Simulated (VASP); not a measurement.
# InAg2I3 (P6/mmm) in VASP: notebook

Runs on InAg2I3. Level: PBE. Tasks: single point.

Program: VASP 6.6.1. These are calculated values, not measurements. Logs are shortened: lines on timing, memory, paths and dates and some standing lists are left out, and cuts for length are marked.

## (1) The cell of the first run

It takes space group P6/mmm (No. 191, hexagonal). The conventional cell has a = 5.137 Å, b = 5.137 Å, c = 9.181 Å, α = 90.00°, β = 90.00°, γ = 120.00°. Within 2.6 Å of In (site symmetry 6/mmm) lie 2 Ag at 1.99 Å. Ag (site symmetry 6mm) has 1 In at 1.99 Å and 1 I at 2.60 Å within 2.7 Å. Within 3.9 Å of I (site symmetry -6m2) lie 3 In at 2.97 Å and 3 I at 2.97 Å and 6 Ag at 3.57 Å. Within 3.4 Å of I (site symmetry 6/mmm) lie 2 Ag at 2.60 Å.

The cell was generated, and may not be a known phase.

## (2) Single point, PBE

INCAR

```
SYSTEM = InAg2I3
PREC = Accurate
ENCUT = 520
EDIFF = 1E-6
ISMEAR = 0
SIGMA = 0.1
LREAL = .FALSE.
LASPH = .TRUE.
NELM = 100
ALGO = Normal
ISIF = 2
LWAVE = .FALSE.
LCHARG = .FALSE.
GGA = PE
NBANDS = 37
```

KPOINTS

```
Automatic mesh
0
G
  6 6 2
  0 0 0
```

POSCAR

```
InAg2I3
1.0
    5.1366276400      0.0000000000      0.0000000000
   -2.5683138200      4.4484500300      0.0000000000
    0.0000000000      0.0000000000      9.1808492900
In Ag I
1 2 3
Direct
    0.0000000000      0.0000000000      0.5000000000
    0.0000000000      0.0000000000      0.2832075400
    0.0000000000      0.0000000000      0.7167924600
    0.3333333300      0.6666666700      0.5000000000
    0.6666666700      0.3333333300      0.5000000000
    0.0000000000      0.0000000000      0.0000000000
```

Potentials or basis: VASP PAW PBE potentials, release 64 (In_d, Ag, I).

Started as:

```
> cat potpaw_PBE.64/In_d/POTCAR potpaw_PBE.64/Ag/POTCAR potpaw_PBE.64/I/POTCAR > POTCAR
> mpirun -np 1 vasp_std > vasp.out
```

OUTCAR:

```text
SYSTEM = InAg2I3
   PREC = Accurate
   ENCUT = 520
   EDIFF = 1E-6
   ISMEAR = 0
   LREAL = .FALSE.
   LASPH = .TRUE.
   NELM = 100
   ISIF = 2
   GGA = PE

 ion  position               nearest neighbor table
   1  0.000  0.000  0.500-   2 1.99   3 1.99   4 2.97   5 2.97   5 2.97   4 2.97   5 2.97   4 2.97

   2  0.000  0.000  0.283-   1 1.99   6 2.60   5 3.57   4 3.57   5 3.57   4 3.57   5 3.57   4 3.57

   3  0.000  0.000  0.717-   1 1.99   6 2.60   5 3.57   4 3.57   5 3.57   4 3.57   5 3.57   4 3.57

   4  0.333  0.667  0.500-   1 2.97   5 2.97   5 2.97   1 2.97   1 2.97   5 2.97   3 3.57   2 3.57
                             3 3.57   2 3.57   3 3.57   2 3.57
   5  0.667  0.333  0.500-   1 2.97   4 2.97   4 2.97   1 2.97   1 2.97   4 2.97   3 3.57   2 3.57
                             2 3.57   3 3.57   2 3.57   3 3.57
   6  0.000  0.000  0.000-   2 2.60   3 2.60

  LATTYP: Found a hexagonal cell.
 ALAT       =     5.1366276400
 C/A-ratio  =     1.7873301188

  Lattice vectors:

 A1 = (   5.1366276400,   0.0000000000,   0.0000000000)
 A2 = (  -2.5683138200,   4.4484500300,   0.0000000000)
 A3 = (   0.0000000000,   0.0000000000,   9.1808492900)

Analysis of symmetry for initial positions (statically):
=====================================================================
 Subroutine PRICEL returns:
 Original cell was already a primitive cell.

 Routine SETGRP: Setting up the symmetry group for a
 hexagonal supercell.

 Subroutine GETGRP returns: Found 24 space group operations
 (whereof 24 operations were pure point group operations)
 out of a pool of 24 trial point group operations.

The static configuration has the point symmetry D_6h.

Analysis of symmetry for dynamics (positions and initial velocities):
=====================================================================
 Subroutine PRICEL returns:
 Original cell was already a primitive cell.

 Routine SETGRP: Setting up the symmetry group for a
 hexagonal supercell.

 Subroutine GETGRP returns: Found 24 space group operations
 (whereof 24 operations were pure point group operations)
 out of a pool of 24 trial point group operations.

The dynamic configuration has the point symmetry D_6h.

 Subroutine INISYM returns: Found 24 space group operations
 (whereof 24 operations are pure point group operations),
 and found     1 'primitive' translations

----------------------------------------------------------------------------------------

                                     Primitive cell

  volume of cell :     209.7827
[... 90 lines left out ...]
   IBRION =     -1    ionic relax: 0-MD 1-quasi-New 2-CG
   NFREE  =      0    steps in history (QN), initial steepest desc. (CG)
   ISIF   =      2    stress and relaxation
   ISYM   =      2    0-nonsym 1-usesym 2-fastsym
   POTIM  = 0.5000    time-step for ionic-motion
   TEBEG  =    0.0;   TEEND  =   0.0 temperature during run
   PSTRESS=    0.0 pullay stress
   NELECT =      56.0000    total number of electrons
   NUPDOWN=      -1.0000    fix difference up-down
   EMIN   =  10.00;   EMAX   =-10.00  energy-range for DOS
   EFERMI =   0.00;   METHOD = LEGACY
   ISMEAR =     0;   SIGMA  =   0.10  broadening in eV -4-tet -1-fermi 0-gaus
   EFERMI_NEDOS =   21; number of points for ismear=-14 and -15
   IALGO  =     38    algorithm
   IMIX   =      4    mixing-type and parameters
     AMIX     =   0.40;   BMIX     =  1.00
     AMIX_MAG =   1.60;   BMIX_MAG =  1.00
  volume/ion in A,a.u.               =      34.96       235.95
  Fermi-wavevector in a.u.,A,eV,Ry     =   1.054098  1.991956 15.117738  1.111122
  Thomas-Fermi vector in A             =   2.189245
   LORBIT       =      0    0 simple, 1 ext, 2 COOP (PROOUT), +10 PAW based schemes
   GGA     = PE    functional components
   LHFCALC =     F    Hartree Fock is set to
   AEXX    =    0.0000 exact exchange contribution
   IVDW    =     0    specifies the selected vdW correction
   LEPSILON=     F    determine dielectric tensor
   LRPA    =     F    only Hartree local field effects (RPA)
 non-spin polarized calculation
 Gauss-broadening in eV      SIGMA  =   0.10
  energy-cutoff  :      520.00
  volume of cell :      209.78
 maximum number of plane-waves:      5699
 NGX is ok and might be reduce to    40
   NGX = 19   NGY = 19   NGZ = 35

 number of electron      56.0000013 magnetization

 Free energy of the ion-electron system (eV)
  ---------------------------------------------------
  ext. energy  EPLUGINS =         0.00000000
  ---------------------------------------------------
  free energy    TOTEN  =        -2.00970781 eV

  energy without entropy =       -1.98724639  energy(sigma->0) =       -1.99847710

 E-fermi :   3.8582     XC(G=0):  -8.0741

 val. band max:        3.8393741491   @ k =   0.5000   0.0000   0.0000
 cond. band min:       3.9216308172   @ k =   0.1667   0.1667   0.5000
 fundamental gap:      0.0822566682
 Fermi energy:         3.8581576289

 k-point     1 :       0.0000    0.0000    0.0000
  band No.  band energies     occupation
      1     -12.6052      2.00000
      2     -11.6680      2.00000
      3     -11.6643      2.00000
      4     -11.6643      2.00000
      5     -11.1285      2.00000
      6     -11.1285      2.00000
[... 549 lines left out ...]
     36       9.6307      0.00000
     37       9.9791      0.00000

------------------------ aborting loop because EDIFF is reached ----------------------------------------

  FORCE on cell =-STRESS in cart. coord.  units (eV):
  Direction    XX          YY          ZZ          XY          YZ          ZX
  --------------------------------------------------------------------------------------
  -------------------------------------------------------------------------------------
  Total       18.1494773     18.1494773     72.3159817      0.0000000      0.0000000      0.0000000
  in kB      138.6133455    138.6133457    552.3002119      0.0000000      0.0000000      0.0000000
  external PRESSURE =     276.5089677 kB  Pullay stress =       0.0000000 kB

 VOLUME and BASIS-vectors are now :
 -----------------------------------------------------------------------------
  energy-cutoff  :      520.00
  volume of cell :      209.78
      direct lattice vectors                 reciprocal lattice vectors
     5.136627640  0.000000000  0.000000000     0.194680259  0.112398700  0.000000000
    -2.568313820  4.448450030  0.000000000     0.000000000  0.224797400  0.000000000
     0.000000000  0.000000000  9.180849290     0.000000000  0.000000000  0.108922385

 POSITION                                       TOTAL-FORCE (eV/Angst)
 -----------------------------------------------------------------------------------
      0.00000      0.00000      4.59042        -0.000000     -0.000000     -0.000000
      0.00000      0.00000      2.60009        -0.000000     -0.000000    -15.983401
      0.00000      0.00000      6.58076        -0.000000     -0.000000     15.983401
     -0.00000      2.96563      4.59042         0.000000     -0.000000     -0.000000
      2.56831      1.48282      4.59042        -0.000000      0.000000     -0.000000
      0.00000      0.00000      0.00000        -0.000000     -0.000000     -0.000000
 -----------------------------------------------------------------------------------
    total drift:                               -0.000000      0.000000      0.000000

  FREE ENERGIE OF THE ION-ELECTRON SYSTEM (eV)
  ---------------------------------------------------
  free  energy   TOTEN  =        -2.0097078066 eV

  energy  without entropy=       -1.9872463926  energy(sigma->0) =       -1.99847710
```

OSZICAR:

```text
N       E                     dE             d eps       ncg     rms          rms(c)
DAV:   1     0.457190423749E+03    0.45719E+03   -0.24080E+04  1036   0.141E+03
DAV:   2     0.474311346644E+02   -0.40976E+03   -0.39185E+03  1073   0.338E+02
DAV:   3    -0.304371779810E+00   -0.47736E+02   -0.46605E+02  1250   0.121E+02
DAV:   4    -0.256881013243E+01   -0.22644E+01   -0.22467E+01  1191   0.257E+01
DAV:   5    -0.265955292800E+01   -0.90743E-01   -0.90707E-01  1543   0.559E+00    0.199E+01
DAV:   6    -0.212209998927E+01    0.53745E+00   -0.10555E+00  1357   0.105E+01    0.125E+01
DAV:   7    -0.202186773692E+01    0.10023E+00   -0.56183E-01  1185   0.343E+00    0.117E+00
DAV:   8    -0.201180407466E+01    0.10064E-01   -0.50073E-02  1223   0.177E+00    0.102E+00
DAV:   9    -0.201015083390E+01    0.16532E-02   -0.74324E-03  1392   0.397E-01    0.613E-01
DAV:  10    -0.200972064417E+01    0.43019E-03   -0.16543E-03  1166   0.269E-01    0.202E-01
DAV:  11    -0.200968256773E+01    0.38076E-04   -0.48096E-04  1379   0.157E-01    0.622E-02
DAV:  12    -0.200969422959E+01   -0.11662E-04   -0.11386E-04  1426   0.696E-02    0.322E-02
DAV:  13    -0.200970473195E+01   -0.10502E-04   -0.62581E-05  1173   0.538E-02    0.782E-03
DAV:  14    -0.200970688300E+01   -0.21510E-05   -0.94730E-06  1152   0.124E-02    0.127E-02
DAV:  15    -0.200970780661E+01   -0.92361E-06   -0.80999E-07   811   0.494E-03
   1 F= -.20097078E+01 E0= -.19984771E+01  d E =-.224614E-01
```

Run time: 2.6 min. Hardware: 1 thread of Oxide Virtual Turin-like, shared host; peak memory 0.34 GiB.

Results:

```yaml
Free_energy: -2.0097 eV
Pressure: 27.7 GPa
Largest_force: 15.983 eV/Å
Band_gap_on_the_k_mesh: zero (bands 28 and 29 overlap by 0.26 eV)
```

Forces on the atoms (eV/Å):
```
In    0.000   0.000   0.000
Ag    0.000   0.000 -15.983
Ag    0.000   0.000  15.983
I     0.000   0.000   0.000
I     0.000   0.000   0.000
I     0.000   0.000   0.000
```

Caveat: atoms lie so close that the PAW spheres overlap strongly, which falsifies energies and pressures; the stress differs along the axes, from 14 to 55 GPa; spin-orbit coupling is left out, which moves the levels of the heavy elements; forces of over 1 eV/Å act on the atoms, so gaps and moduli don't describe the material at rest.

## (3) Single point, PBE

This run uses another cell than the first one, of 57.42 Å³/atom.

INCAR

```
ALGO = Fast ; EDIFF = 1E-7
ENCUT = 520 ; GGA = PE
ISIF = 2 ; ISMEAR = 0
LASPH = T ; LCHARG = F
LREAL = F ; LWAVE = F
NBANDS = 37 ; NELM = 60
PREC = Accurate ; SIGMA = 0.1
```

KPOINTS

```
k-points
0
Gamma
  6 6 2
```

POSCAR

```
InAg2I3
1.0
    6.0977048926      0.0000000000      0.0000000000
   -3.0488524463      5.2807673418      0.0000000000
    0.0000000000      0.0000000000     10.6992187524
In Ag I
1 2 3
Direct
    0.0000000000      0.0000000000      0.5000000000
    0.0000000000      0.0000000000      0.2497510098
    0.0000000000      0.0000000000      0.7502489902
    0.3333333333      0.6666666667      0.5000000000
    0.6666666667      0.3333333333      0.5000000000
    0.0000000000      0.0000000000      0.0000000000
```

Potentials or basis: VASP PAW PBE potentials, release 64 (In_d, Ag, I).

Started as:

```
> cat potpaw_PBE.64/In_d/POTCAR potpaw_PBE.64/Ag/POTCAR potpaw_PBE.64/I/POTCAR > POTCAR
> mpirun -np 1 vasp_std > vasp.out
```

Run time: 6.9 min. Hardware: 1 thread of Oxide Virtual Turin-like, shared host; peak memory 0.5 GiB.

The run converged. Its results:

| Quantity | Value |
| --- | --- |
| Free energy | -11.3656 eV |
| Pressure | -0.1 GPa |
| Band gap on the k mesh | zero (bands 28 and 29 overlap by 0.18 eV) |

Forces on the atoms (eV/Å):
```
In   0.000  0.000  0.000
Ag   0.000  0.000  0.002
Ag   0.000  0.000 -0.002
I    0.000  0.000  0.000
I    0.000  0.000  0.000
I    0.000  0.000  0.000
```

Stress tensor (GPa, compression positive):
```
-0.10  0.00  0.00
 0.00 -0.10  0.00
 0.00  0.00 -0.02
```

Levels at points of the mesh, in eV from the Fermi level:
| k point | band 24 | band 25 | band 26 | band 27 | band 28 | band 29 | band 30 | band 31 | band 32 | band 33 |
| --- | --- | --- | --- | --- | --- | --- | --- | --- | --- | --- |
| (0.00, 0.00, 0.00) | -1.40 | -1.40 | -0.73 | -0.73 | -0.71 | 0.70 | 1.84 | 4.30 | 4.30 | 4.88 |
| (0.50, 0.00, 0.00) | -1.12 | -0.85 | -0.84 | -0.82 | -0.01 | 0.15 | 2.28 | 3.24 | 3.56 | 4.30 |
| (0.00, 0.00, 0.50) | -1.32 | -1.32 | -0.80 | -0.80 | -0.71 | 0.28 | 3.60 | 4.12 | 4.14 | 4.14 |
| (0.50, 0.00, 0.50) | -0.99 | -0.91 | -0.84 | -0.82 | -0.21 | -0.01 | 3.00 | 3.43 | 4.20 | 4.55 |

Caveat: spin-orbit coupling is left out, which moves the levels of the heavy elements.

## (4) Single point, PBE

This run uses another cell than the first one, of 56.81 Å³/atom.

INCAR

```
SYSTEM = InAg2I3
ALGO = Fast
EDIFF = 1E-7
ENCUT = 520
GGA = PE
ISIF = 2
ISMEAR = 0
LASPH = .True.
LCHARG = .True.
LELF = .True.
LREAL = .False.
LVHAR = .True.
LWAVE = .False.
NBANDS = 37
NELM = 80
PREC = Accurate
SIGMA = 0.1
```

KPOINTS

```
k-points
0
Gamma
  6 6 4
  0 0 0
```

POSCAR

```
InAg2I3
1.0
    6.0642937730      0.0000000000      0.0000000000
   -3.0321468865      5.2518324635      0.0000000000
    0.0000000000      0.0000000000     10.7018864179
In Ag I
1 2 3
Direct
    0.0000000000      0.0000000000      0.5000000000
    0.0000000000      0.0000000000      0.2500514076
    0.0000000000      0.0000000000      0.7499485924
    0.3333333333      0.6666666667      0.5000000000
    0.6666666667      0.3333333333      0.5000000000
    0.0000000000      0.0000000000      0.0000000000
```

Started as:

```
> cat potpaw_PBE.64/In_d/POTCAR potpaw_PBE.64/Ag/POTCAR potpaw_PBE.64/I/POTCAR > POTCAR
> mpirun -np 1 vasp_std > vasp.out
```

It took 11 min on 1 thread of Oxide Virtual Turin-like, shared host; peak memory 0.56 GiB.

Results (log left out):

```yaml
Free_energy: -11.3477 eV
Pressure: 0.0 GPa
Largest_force: 0.015 eV/Å
Band_gap_on_the_k_mesh: zero (bands 28 and 29 overlap by 0.16 eV)
```

Forces on the atoms (eV/Å):
```
In   0.000  0.000  0.000
Ag   0.000  0.000 -0.015
Ag   0.000  0.000  0.015
I    0.000  0.000  0.000
I    0.000  0.000  0.000
I    0.000  0.000  0.000
```

Levels at points of the mesh, in eV from the Fermi level:
```
           k point  band 26  band 27  band 28  band 29  band 30  band 31
(0.00, 0.00, 0.00)    -0.73    -0.69    -0.69     0.74     1.85     4.38
(0.50, 0.00, 0.00)    -0.80    -0.80    -0.01     0.18     2.30     3.29
(0.00, 0.00, 0.50)    -0.75    -0.75    -0.73     0.31     3.60     4.14
(0.50, 0.00, 0.50)    -0.80    -0.80    -0.19    -0.01     3.04     3.46
```

Caveat: spin-orbit coupling is left out, which moves the levels of the heavy elements.

## (5) The runs side by side

| cell | k mesh | gap on the mesh (eV) | pressure (GPa) | largest force (eV/Å) |
| --- | --- | --- | --- | --- |
| a = 5.137, b = 5.137, c = 9.181 Å, angles 90.0, 90.0, 120.0°, 6 atoms, atomic positions A | 6 × 6 × 2 | none | 27.7 | 15.98 |
| a = 6.098, b = 6.098, c = 10.699 Å, angles 90.0, 90.0, 120.0°, 6 atoms, atomic positions B | 6 × 6 × 2 | none | -0.1 | - |
| a = 6.064, b = 6.064, c = 10.702 Å, angles 90.0, 90.0, 120.0°, 6 atoms, atomic positions C | 6 × 6 × 4 | none | 0.0 | 0.02 |

Alike in all rows: task single point; level PBE; potentials or basis VASP PAW PBE potentials, release 64 (In_d, Ag, I); no spin polarisation; cutoff (eV) 520; smearing gaussian 0.1 eV.

Caveats: spin-orbit coupling is left out, which moves the levels of the heavy elements; atoms lie so close that the PAW spheres overlap strongly, which falsifies energies and pressures (at least some runs); the stress differs along the axes, from 14 to 55 GPa (at least some runs); forces of over 1 eV/Å act on the atoms, so gaps and moduli don't describe the material at rest (at least some runs).

Total energies depend on the potentials used, so only differences within one code and one set of settings carry meaning.

The gap in the log of VASP goes by the Fermi energy; the results here count the filled bands.